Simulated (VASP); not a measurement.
# CoSi (P2_13) in VASP: density of states with PBE

Aim: the density of states of CoSi with PBE.

Everything below comes from runs of VASP 6.6.1. Logs are shortened: lines on timing, memory, paths and dates and some standing lists are left out, and cuts for length are marked.

### 1 The cell of the first run

The structure is cubic, space group P2_13 (No. 198). The conventional cell has a = 4.431 Å, b = 4.431 Å, c = 4.431 Å, α = 90.00°, β = 90.00°, γ = 90.00°. Within 3.1 Å of Co (site symmetry 3) lie 7 Si at 2.32 to 2.43 Å and 6 Co at 2.72 Å. Within 3.1 Å of Si (site symmetry 3) lie 7 Co at 2.32 to 2.43 Å and 6 Si at 2.74 Å.

### 2 Density of states, PBE

File POSCAR:

```
CoSi
1.0
    4.4308490700      0.0000000000      0.0000000000
    0.0000000000      4.4308490700      0.0000000000
    0.0000000000      0.0000000000      4.4308490700
Co Si
4 4
Direct
    0.1450189116      0.1450189116      0.1450189116
    0.3549810884      0.8549810884      0.6450189116
    0.6450189116      0.3549810884      0.8549810884
    0.8549810884      0.6450189116      0.3549810884
    0.8431597104      0.8431597104      0.8431597104
    0.6568402896      0.1568402896      0.3431597104
    0.3431597104      0.6568402896      0.1568402896
    0.1568402896      0.3431597104      0.6568402896
```

File INCAR.step1:

```
SYSTEM = CoSi
PREC = Accurate ; ENCUT = 520
EDIFF = 1E-6 ; ISMEAR = 0
SIGMA = 0.1 ; LREAL = .FALSE.
LASPH = .TRUE. ; NELM = 60
ALGO = Normal ; ISIF = 2
LWAVE = .FALSE. ; LCHARG = .TRUE.
LMAXMIX = 4 ; GGA = PE
NBANDS = 36
```

File KPOINTS.step1:

```
Automatic mesh
0
G
  8 8 8
  0 0 0
```

File INCAR.step2:

```
SYSTEM = CoSi
PREC = Accurate ; ENCUT = 520
EDIFF = 1E-6 ; ISMEAR = -5
SIGMA = 0.1 ; LREAL = .FALSE.
LASPH = .TRUE. ; NELM = 60
ALGO = Normal ; ISIF = 2
LWAVE = .FALSE. ; LCHARG = .FALSE.
LMAXMIX = 4 ; GGA = PE
LORBIT = 10 ; NBANDS = 36
NEDOS = 1001 ; ICHARG = 11
```

File KPOINTS.step2:

```
Automatic mesh
0
G
  12 12 12
  0 0 0
```

Potentials or basis: VASP PAW PBE potentials, release 64 (Co, Si).

Command:

```console
$ cat potpaw_PBE.64/Co/POTCAR potpaw_PBE.64/Si/POTCAR > POTCAR
$ cp INCAR.step1 INCAR
$ cp KPOINTS.step1 KPOINTS
$ mpirun -np 1 vasp_std > vasp.out
$ cp INCAR.step2 INCAR
$ cp KPOINTS.step2 KPOINTS
$ mpirun -np 1 vasp_std > vasp.out
```

OUTCAR:

```text
SYSTEM = CoSi
   PREC = Accurate
   ENCUT = 520
   EDIFF = 1E-6
   ISMEAR = -5
   LREAL = .FALSE.
   LASPH = .TRUE.
   NELM = 60
   ISIF = 2
   GGA = PE
   LORBIT = 10
   ICHARG = 11

 ion  position               nearest neighbor table
   1  0.145  0.145  0.145-   5 2.32   6 2.34   7 2.34   8 2.34   7 2.43   8 2.43   6 2.43   3 2.72
                             4 2.72   2 2.72   2 2.72   4 2.72   3 2.72
   2  0.355  0.855  0.645-   6 2.32   5 2.34   7 2.34   8 2.34   7 2.43   8 2.43   5 2.43   1 2.72
                             1 2.72   3 2.72   3 2.72   4 2.72   4 2.72
   3  0.645  0.355  0.855-   7 2.32   6 2.34   5 2.34   8 2.34   8 2.43   6 2.43   5 2.43   1 2.72
                             4 2.72   2 2.72   2 2.72   4 2.72   1 2.72
   4  0.855  0.645  0.355-   8 2.32   6 2.34   7 2.34   5 2.34   6 2.43   5 2.43   7 2.43   1 2.72
                             3 2.72   2 2.72   1 2.72   2 2.72   3 2.72
   5  0.843  0.843  0.843-   1 2.32   2 2.34   3 2.34   4 2.34   3 2.43   4 2.43   2 2.43   7 2.74
                             7 2.74   8 2.74   6 2.74   8 2.74   6 2.74
   6  0.657  0.157  0.343-   2 2.32   1 2.34   3 2.34   4 2.34   3 2.43   4 2.43   1 2.43   8 2.74
                             8 2.74   7 2.74   7 2.74   5 2.74   5 2.74
   7  0.343  0.657  0.157-   3 2.32   2 2.34   1 2.34   4 2.34   4 2.43   2 2.43   1 2.43   5 2.74
                             5 2.74   8 2.74   8 2.74   6 2.74   6 2.74
   8  0.157  0.343  0.657-   4 2.32   2 2.34   3 2.34   1 2.34   2 2.43   1 2.43   3 2.43   6 2.74
                             6 2.74   7 2.74   5 2.74   7 2.74   5 2.74

  LATTYP: Found a simple cubic cell.
 ALAT       =     4.4308490700

  Lattice vectors:

 A1 = (   4.4308490700,   0.0000000000,   0.0000000000)
 A2 = (   0.0000000000,   4.4308490700,   0.0000000000)
 A3 = (   0.0000000000,   0.0000000000,   4.4308490700)

Analysis of symmetry for initial positions (statically):
=====================================================================
 Subroutine PRICEL returns:
 Original cell was already a primitive cell.

 Routine SETGRP: Setting up the symmetry group for a
 simple cubic supercell.

 Subroutine GETGRP returns: Found 12 space group operations
 (whereof  3 operations were pure point group operations)
 out of a pool of 48 trial point group operations.

The static configuration has the point symmetry C_3 .
 The point group associated with its full space group is T   .

Analysis of symmetry for dynamics (positions and initial velocities):
=====================================================================
 Subroutine PRICEL returns:
 Original cell was already a primitive cell.

 Routine SETGRP: Setting up the symmetry group for a
 simple cubic supercell.

 Subroutine GETGRP returns: Found 12 space group operations
 (whereof  3 operations were pure point group operations)
 out of a pool of 48 trial point group operations.

The dynamic configuration has the point symmetry C_3 .
 The point group associated with its full space group is T   .

 Subroutine INISYM returns: Found 12 space group operations
 (whereof  3 operations are pure point group operations),
 and found     1 'primitive' translations

----------------------------------------------------------------------------------------

                                     Primitive cell

  volume of cell :      86.9883

  direct lattice vectors                    reciprocal lattice vectors
     4.430849070  0.000000000  0.000000000     0.225690378  0.000000000  0.000000000
     0.000000000  4.430849070  0.000000000     0.000000000  0.225690378  0.000000000
     0.000000000  0.000000000  4.430849070     0.000000000  0.000000000  0.225690378

  length of vectors
     4.430849070  4.430849070  4.430849070     0.225690378  0.225690378  0.225690378

  position of ions in fractional coordinates (direct lattice)
     0.145018912  0.145018912  0.145018912
     0.354981088  0.854981088  0.645018912
     0.645018912  0.354981088  0.854981088
     0.854981088  0.645018912  0.354981088
     0.843159710  0.843159710  0.843159710
     0.656840290  0.156840290  0.343159710
     0.343159710  0.656840290  0.156840290
     0.156840290  0.343159710  0.656840290

  ion indices of the primitive-cell ions
   primitive index   ion index
                 1           1
                 2           2
                 3           3
[... 24 lines left out ...]
  Shift w.r.t. Gamma in fractional coordinates (k-lattice)
     0.000000000  0.000000000  0.000000000

 TETIRR: Found   1645 inequivalent tetrahedra from    10368

 Subroutine IBZKPT returns following result:
 ===========================================

 Found    119 irreducible k-points:

 Following reciprocal coordinates:
            Coordinates               Weight
  0.000000  0.000000  0.000000      1.000000
  0.083333  0.000000  0.000000      6.000000
  0.166667  0.000000  0.000000      6.000000
  0.250000  0.000000  0.000000      6.000000
  0.333333  0.000000  0.000000      6.000000
  0.416667  0.000000  0.000000      6.000000
[... 16 lines left out ...]
 -0.166667  0.333333  0.000000     12.000000
  0.416667  0.166667  0.000000     12.000000
 [... further k-points ...]
   k-points           NKPTS =    119   k-points in BZ     NKDIM =    119   number of bands    NBANDS=     36
   number of dos      NEDOS =   1001   number of ions     NIONS =      8
   total plane-waves  NPLWV =  46656
   dimension x,y,z NGX =    36 NGY =   36 NGZ =   36
   dimension x,y,z NGXF=    72 NGYF=   72 NGZF=   72
   ions per type =               4   4
   NGX,Y,Z   is equivalent  to a cutoff of  13.51, 13.51, 13.51 a.u.
   NGXF,Y,Z  is equivalent  to a cutoff of  27.01, 27.01, 27.01 a.u.
 SYSTEM =  CoSi
   PREC   = accura    normal or accurate (medium, high low for compatibility)
   ISTART =      0    job   : 0-new  1-cont  2-samecut
   ICHARG =     11    charge: 1-file 2-atom 10-const
   ISPIN  =      1    spin polarized calculation?
   LNONCOLLINEAR =      F non collinear calculations
   LSORBIT =      F    spin-orbit coupling
   LASPH  =      T    aspherical Exc in radial PAW
   ENCUT  =  520.0 eV  38.22 Ry    6.18 a.u.   8.24  8.24  8.24*2*pi/ulx,y,z
   NELM   =     60;   NELMIN=  2; NELMDL=  0     # of ELM steps
   EDIFF  = 0.1E-05   stopping-criterion for ELM
   LREAL  =      F    real-space projection
   EDIFFG = 0.1E-04   stopping-criterion for IOM
   NSW    =      0    number of steps for IOM
   IBRION =     -1    ionic relax: 0-MD 1-quasi-New 2-CG
   NFREE  =      0    steps in history (QN), initial steepest desc. (CG)
   ISIF   =      2    stress and relaxation
   ISYM   =      2    0-nonsym 1-usesym 2-fastsym
   POTIM  = 0.5000    time-step for ionic-motion
   TEBEG  =    0.0;   TEEND  =   0.0 temperature during run
   PSTRESS=    0.0 pullay stress
   NELECT =      52.0000    total number of electrons
   NUPDOWN=      -1.0000    fix difference up-down
   EMIN   =  10.00;   EMAX   =-10.00  energy-range for DOS
   EFERMI =   0.00;   METHOD = LEGACY
   ISMEAR =    -5;   SIGMA  =   0.10  broadening in eV -4-tet -1-fermi 0-gaus
   EFERMI_NEDOS =   21; number of points for ismear=-14 and -15
   IALGO  =     38    algorithm
   IMIX   =      4    mixing-type and parameters
     AMIX     =   0.40;   BMIX     =  1.00
     AMIX_MAG =   1.60;   BMIX_MAG =  1.00
  volume/ion in A,a.u.               =      10.87        73.38
  Fermi-wavevector in a.u.,A,eV,Ry     =   1.379079  2.606080 25.876342  1.901858
  Thomas-Fermi vector in A             =   2.504081
   LORBIT       =     10    0 simple, 1 ext, 2 COOP (PROOUT), +10 PAW based schemes
   GGA     = PE    functional components
   LHFCALC =     F    Hartree Fock is set to
   AEXX    =    0.0000 exact exchange contribution
   IVDW    =     0    specifies the selected vdW correction
   LEPSILON=     F    determine dielectric tensor
   LRPA    =     F    only Hartree local field effects (RPA)
 non-spin polarized calculation
 Fermi weights with tetrahedron method with Bloechl corrections
  energy-cutoff  :      520.00
  volume of cell :       86.99
 maximum number of plane-waves:      2367
 NGX is ok and might be reduce to    36

 number of electron      52.0000004 magnetization

 Free energy of the ion-electron system (eV)
  ---------------------------------------------------
  ext. energy  EPLUGINS =         0.00000000
  ---------------------------------------------------
  free energy    TOTEN  =       -54.74796614 eV

  energy without entropy =      -54.74796614  energy(sigma->0) =      -54.74796614

 E-fermi :  12.0823     XC(G=0): -12.8669

 val. band max:       12.0991183094   @ k =   0.0000   0.0000   0.0000
 cond. band min:      12.0929358179   @ k =   0.0833   0.0833   0.0000
 fundamental gap:     -0.0061824915
 Fermi energy:        12.0822993140

 k-point     1 :       0.0000    0.0000    0.0000
  band No.  band energies     occupation
      1      -1.5642      2.00000
      2       3.9298      2.00000
      3       3.9298      2.00000
      4       3.9298      2.00000
      5       6.6303      2.00000
      6       6.6303      2.00000
[... 925 lines left out ...]
     35      16.4894      0.00000
     36      18.2780      0.00000

 [... further k-points ...]

------------------------ aborting loop because EDIFF is reached ----------------------------------------

  FORCE on cell =-STRESS in cart. coord.  units (eV):
  Direction    XX          YY          ZZ          XY          YZ          ZX
  --------------------------------------------------------------------------------------
  -------------------------------------------------------------------------------------
  Total       -0.1644669     -0.1644669     -0.1644669      0.0000000     -0.0000000      0.0000000
  in kB       -3.0292014     -3.0292014     -3.0292014      0.0000000     -0.0000000      0.0000000
  external PRESSURE =      -3.0292014 kB  Pullay stress =       0.0000000 kB

 VOLUME and BASIS-vectors are now :
 -----------------------------------------------------------------------------
  energy-cutoff  :      520.00
  volume of cell :       86.99
      direct lattice vectors                 reciprocal lattice vectors
     4.430849070  0.000000000  0.000000000     0.225690378  0.000000000  0.000000000
     0.000000000  4.430849070  0.000000000     0.000000000  0.225690378  0.000000000
     0.000000000  0.000000000  4.430849070     0.000000000  0.000000000  0.225690378

 POSITION                                       TOTAL-FORCE (eV/Angst)
 -----------------------------------------------------------------------------------
      0.64256      0.64256      0.64256         0.001674      0.001674      0.001674
      1.57287      3.78829      2.85798        -0.001674     -0.001674      0.001674
      2.85798      1.57287      3.78829         0.001674     -0.001674     -0.001674
      3.78829      2.85798      1.57287        -0.001674      0.001674     -0.001674
      3.73591      3.73591      3.73591         0.003295      0.003295      0.003295
      2.91036      0.69494      1.52049        -0.003295     -0.003295      0.003295
      1.52049      2.91036      0.69494         0.003295     -0.003295     -0.003295
      0.69494      1.52049      2.91036        -0.003295      0.003295     -0.003295
 -----------------------------------------------------------------------------------
    total drift:                               -0.000000      0.000000      0.000000

  FREE ENERGIE OF THE ION-ELECTRON SYSTEM (eV)
  ---------------------------------------------------
  free  energy   TOTEN  =       -54.7479661434 eV

  energy  without entropy=      -54.7479661434  energy(sigma->0) =      -54.74796614

 total charge

# of ion       s       p       d       tot
------------------------------------------
    1        0.436   0.617   7.565   8.618
    2        0.436   0.617   7.565   8.618
    3        0.436   0.617   7.565   8.618
    4        0.436   0.617   7.565   8.618
    5        0.725   0.884   0.000   1.609
    6        0.725   0.884   0.000   1.609
    7        0.725   0.884   0.000   1.609
    8        0.725   0.884   0.000   1.609
--------------------------------------------------
tot          4.645   6.004  30.258  40.907
```

Run time: 4.3 min. Hardware: 1 thread of Intel Xeon Platinum 8559C (Emerald Rapids), shared host; peak memory 0.4 GiB.

Results:

| Item | Value |
| --- | --- |
| Valence electrons inside the program's atomic spheres | Co 8.62; Si 1.61 |

Levels at points of the mesh, in eV from the Fermi level:
| k point | band 24 | band 25 | band 26 | band 27 | band 28 | band 29 |
| --- | --- | --- | --- | --- | --- | --- |
| (0.00, 0.00, 0.00) | -0.75 | 0.02 | 0.02 | 0.02 | 2.52 | 2.52 |
| (0.50, 0.00, 0.00) | -0.62 | -0.46 | -0.46 | 1.03 | 1.03 | 1.51 |
| (0.50, 0.50, 0.00) | -0.97 | -0.01 | -0.01 | 0.61 | 0.61 | 2.03 |
| (0.50, 0.50, 0.50) | -1.19 | -0.20 | -0.20 | -0.20 | -0.20 | 5.43 |

Caveat: tetrahedron occupations give inexact forces and stress in metals. Spin polarisation is off, so any magnetic state and its effect on volume and gap are missing.
